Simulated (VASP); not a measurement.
**BN: single point with LDA**

The system is BN.

```
CELL_PARAMETERS angstrom
0.00000 1.79000 1.79000
1.79000 0.00000 1.79000
1.79000 1.79000 0.00000
ATOMIC_POSITIONS crystal
B 0.00000 0.00000 0.00000
N 0.75000 0.75000 0.75000
```

- Program: VASP 6.6.1
- Task: single point
- Functional: LDA
- Potentials or basis: VASP PAW LDA potentials, release 64 (B_h, N_h)
- Cutoff: 1330 eV
- k mesh: 12 × 12 × 12
- Occupations: gaussian, width 0.05 eV
- Spin: no spin polarisation
- Dipole correction: no
- Further INCAR settings: ALGO = Normal; EDIFF = 1e-06; NBANDS = 11

```yaml
Pressure: 0.9 GPa
Band_gap_on_the_k_mesh: 4.38 eV (least direct gap 8.82 eV)
```

Levels at points of the mesh, in eV from the valence-band top:
| k point | band 2 | band 3 | band 4 | band 5 | band 6 | band 7 |
| --- | --- | --- | --- | --- | --- | --- |
| (0.00, 0.00, 0.00) | 0.00 | 0.00 | 0.00 | 8.82 | 8.82 | 8.82 |
| (0.50, 0.00, 0.00) | -10.98 | -2.00 | -2.00 | 10.60 | 10.73 | 10.73 |
| (0.50, 0.50, 0.00) | -9.08 | -5.07 | -5.07 | 4.38 | 9.32 | 18.15 |

It took 33 s on 1 thread of AMD EPYC 7R43 64-Core Processor (Zen 3), on a shared host, peak memory 0.12 GiB.

A k mesh can miss the band edges.
